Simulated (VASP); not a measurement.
TaCuSe3:

```
CELL_PARAMETERS angstrom
4.50676 0.00000 0.00000
0.00000 4.50676 0.00000
0.00000 0.00000 4.56323
ATOMIC_POSITIONS crystal
Ta 0.00000 0.00000 0.00000
Cu 0.50000 0.50000 0.51500
Se 0.50000 0.50000 0.97500
Se 0.00000 0.50000 0.48500
Se 0.50000 0.00000 0.48500
```

```yaml
Program: VASP 6.6.1
Task: relaxation of cell and atoms
Functional: PBE
Potentials_or_basis: VASP PAW PBE potentials, release 64 (Ta_pv, Cu, Se)
Cutoff: 600 eV
k_mesh: 4 × 4 × 4
Occupations: gaussian, width 0.1 eV
Spin: no spin polarisation
```

At the start: pressure 10.9 GPa; volume 18.54 Å³/atom.

**Question.** Where does the relaxation end?

**Answer.** Over 46 steps the energy falls by 860.4 meV/atom and the volume is 22.48 Å³/atom (+21.3 %); space group P4mm (No. 99, to 0.1 Å) before and after.

The path:
```
step  energy change (eV)  largest force (eV/Å)  pressure (GPa)  volume (Å³)
   1              0.0000                3.6081           10.92        92.68
   3             -0.5228                0.5933           -0.24       101.70
   5             -0.5230                0.5867            0.08       101.33
   7             -0.6906                1.6635           -0.21       102.16
   9             -1.2120                1.2126            4.27       104.94
  11             -1.2992                1.8950            2.23       104.46
  13             -1.3288                1.7476            2.43       104.80
  15             -1.3621                1.0390            3.44       106.13
  17             -1.3975                1.2146            3.03       105.98
  19             -1.6508                1.0101            1.81       107.63
  21             -2.2653                0.6524           -0.75       114.09
  23             -2.4225                0.8898           -0.80       120.33
  25             -2.7414                1.1509            0.85       116.60
  27             -1.8103                3.5285           17.61        98.22
  29             -3.1885                0.7248            3.45       110.50
  31             -3.4151                1.3389           -0.15       114.47
  33             -3.8847                1.1834           -4.27       121.54
  35             -4.1319                1.0562           -0.59       116.12
  37             -4.1996                0.8326           -0.23       115.13
  39             -4.2832                0.5932           -0.08       114.02
  41             -4.2966                0.1245           -0.80       113.71
  43             -4.3010                0.0717            0.00       112.15
  45             -4.3017                0.0554            0.06       112.26
  46             -4.3019                0.0280           -0.07       112.42
```

Final structure:
```
Ta Cu Se
1.0
     4.12514    0.00000    0.00000
     0.00000    4.12514    0.00000
     0.00000    0.00000    6.60630
Ta Cu Se
1 1 3
Direct
  0.00000 0.00000 0.14275
  0.50000 0.50000 0.59928
  0.50000 0.50000 0.95320
  0.00000 0.50000 0.38239
  0.50000 0.00000 0.38239
```

Caveat: the volume moved by over 15 % at a fixed basis, so the end points are rough.
